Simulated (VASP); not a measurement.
Wanted: the native input for a VASP 6.6.1 run.

- Task: single point
- Functional: r2SCAN
- Potentials or basis: VASP PAW PBE potentials, release 64 (Zn, S)
- Cutoff: 520 eV
- k mesh: 6 × 6 × 6
- Occupations: fermi-dirac, width 0.05 eV
- Spin: no spin polarisation
- Dipole correction: no
- Further INCAR settings: ALGO = Normal; EDIFF = 1e-07; NBANDS = 16

The system is ZnS.

```
CELL_PARAMETERS angstrom
3.81093 0.00000 0.00000
1.90547 3.30037 0.00000
1.90547 1.10012 3.11161
ATOMIC_POSITIONS crystal
Zn 0.25000 0.25000 0.25000
S 0.00000 0.00000 0.00000
```

These files were run (other wordings do the same):

POSCAR

```
ZnS
1.0
    3.8109334484      0.0000000000      0.0000000000
    1.9054667242      3.3003651784      0.0000000000
    1.9054667242      1.1001217261      3.1116141307
Zn S
1 1
Direct
    0.2500000000      0.2500000000      0.2500000000
    0.0000000000      0.0000000000      0.0000000000
```

INCAR.step1

```
  PREC = Accurate
  ENCUT = 520
  ISMEAR = -1
  SIGMA = 0.05
  LREAL = F
  LASPH = T
  NELM = 100
  NBANDS = 16
  GGA = PE
  ALGO = Normal
  EDIFF = 1E-4
  LWAVE = T
  LCHARG = F
```

INCAR.step2

```
  PREC = Accurate
  ENCUT = 520
  EDIFF = 1E-7
  ISMEAR = -1
  SIGMA = 0.05
  LREAL = F
  LASPH = T
  NELM = 100
  ALGO = Normal
  ISIF = 2
  LWAVE = F
  LCHARG = F
  METAGGA = R2SCAN
  LMIXTAU = T
  NBANDS = 16
  ISTART = 1
```

KPOINTS

```
regular mesh
0
Gamma
  6 6 6
```

Potentials or basis: VASP PAW PBE potentials, release 64 (Zn, S).

Command:

```sh
$ cat potpaw_PBE.64/Zn/POTCAR potpaw_PBE.64/S/POTCAR > POTCAR
$ cp INCAR.step1 INCAR
$ mpirun -np 1 vasp_std > vasp.out
$ cp INCAR.step2 INCAR
$ mpirun -np 1 vasp_std > vasp.out
```

It gave:

* Pressure: 0.0 GPa
* Band gap on the k mesh: 2.71 eV, direct

Caveat: the PAW data sets were made with another functional, which shifts forces and pressure a little.

Run time: 27 s on 1 thread of Intel(R) Xeon(R) Platinum 8559C (Emerald Rapids) (shared host), peak memory 0.15 GiB.
